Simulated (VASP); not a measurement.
Input of a VASP 6.6.1 run:

File INCAR:

```
PREC     = Accurate       # precision mode
ENCUT    = 520            # plane-wave cutoff, eV
EDIFF    = 1E-7           # SCF threshold, eV
ISMEAR   = -1             # smearing method
SIGMA    = 0.05           # smearing width, eV
LREAL    = F              # projectors in reciprocal space
LASPH    = T              # aspherical terms in the spheres
NELM     = 60             # most SCF steps
ALGO     = Normal         # electronic algorithm
ISIF     = 2              # what is computed and relaxed
LWAVE    = F              # write WAVECAR
LCHARG   = T              # write CHGCAR
GGA      = PS             # functional
LELF     = T              # ELF
LVHAR    = T            
NBANDS   = 17             # bands
```

Contents of KPOINTS:

```
regular mesh
0
Gamma
  12 12 12
```

File POSCAR:

```
TiSi2
1.0
   -1.4826264035      1.7234689397      4.2399784024
    1.4826264035     -1.7234689397      4.2399784024
    1.4826264035      1.7234689397     -4.2399784024
Ti Si
1 2
Direct
    0.0000000000      0.0000000000      0.0000000000
    0.6700780000      0.6700780000      0.0000000000
    0.3299220000      0.3299220000      0.0000000000
```

Potentials or basis: VASP PAW PBE potentials, release 64 (Ti_sv, Si).

Run with:

```bash
$ cat potpaw_PBE.64/Ti_sv/POTCAR potpaw_PBE.64/Si/POTCAR > POTCAR
$ mpirun -np 1 vasp_std > vasp.out
```

**Question.** Predict the largest force.

**Answer.** 0.080 eV/Å.

**Question.** What does it give for the pressure?

**Answer.** -6.0 GPa.

**Question.** Estimate the band gap on the k mesh.

**Answer.** Zero (band 10 reaches 10.97 eV, above the bottom of band 11 at 8.69 eV).

Forces in eV/Å, atoms in the order of the input:
```
Ti   0.000  0.000  0.000
Si   0.000  0.000 -0.080
Si   0.000  0.000  0.080
```

Caveat: the PAW data sets were made with another functional, which shifts forces and pressure a little.
